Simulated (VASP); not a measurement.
Crystal: Ba3As2.

```
CELL_PARAMETERS angstrom
0.00000 5.70547 5.70547
5.70547 0.00000 5.70547
5.70547 5.70547 0.00000
ATOMIC_POSITIONS crystal
Ba 0.73840 0.26160 0.26160
Ba 0.26160 0.73840 0.73840
Ba 0.26160 0.73840 0.26160
Ba 0.73840 0.26160 0.73840
Ba 0.26160 0.26160 0.73840
Ba 0.73840 0.73840 0.26160
As 0.25000 0.25000 0.25000
As 0.50000 0.50000 0.50000
As 0.75000 0.75000 0.75000
As 0.00000 0.00000 0.00000
```

| Quantity | Value |
| --- | --- |
| Program | VASP 6.6.1 |
| Task | relaxation of cell and atoms |
| Functional | PBE |
| Potentials or basis | VASP PAW PBE potentials, release 64 (Ba_sv, As) |
| Cutoff | 600 eV |
| k mesh | 3 × 3 × 3 |
| Occupations | gaussian, width 0.2 eV |
| Spin | no spin polarisation |

At the start: pressure 9.8 GPa; volume 37.15 Å³/atom.

Question: How do energy, volume and symmetry change on relaxing?

Answer: Over 5 steps the energy falls by 360.1 meV/atom and the volume is 47.56 Å³/atom (+28.0 %); space group Pm-3m (No. 221, to 0.05 Å).

The path:
```csv
step,energy change (eV),largest force (eV/Å),pressure (GPa),volume (Å³)
1,0.0000,3.0940,9.82,371.45
2,-3.4265,0.1980,-1.44,507.75
3,-3.5947,0.1618,-0.14,476.21
4,-3.5940,0.1310,-0.25,478.48
5,-3.6012,0.0319,-0.11,475.62
```

Final structure:
```
Ba As
1.0
     0.00000    6.19550    6.19550
     6.19550    0.00000    6.19550
     6.19550    6.19550    0.00000
Ba As
6 4
Direct
  0.74980 0.25020 0.25020
  0.25020 0.74980 0.74980
  0.25020 0.74980 0.25020
  0.74980 0.25020 0.74980
  0.25020 0.25020 0.74980
  0.74980 0.74980 0.25020
  0.25000 0.25000 0.25000
  0.50000 0.50000 0.50000
  0.75000 0.75000 0.75000
  0.00000 0.00000 0.00000
```

Caveat: the volume moved by over 15 % at a fixed basis, so the end points are rough; the relaxation stopped at a loose force limit of 0.08 eV/Å, so its end isn't a converged minimum.
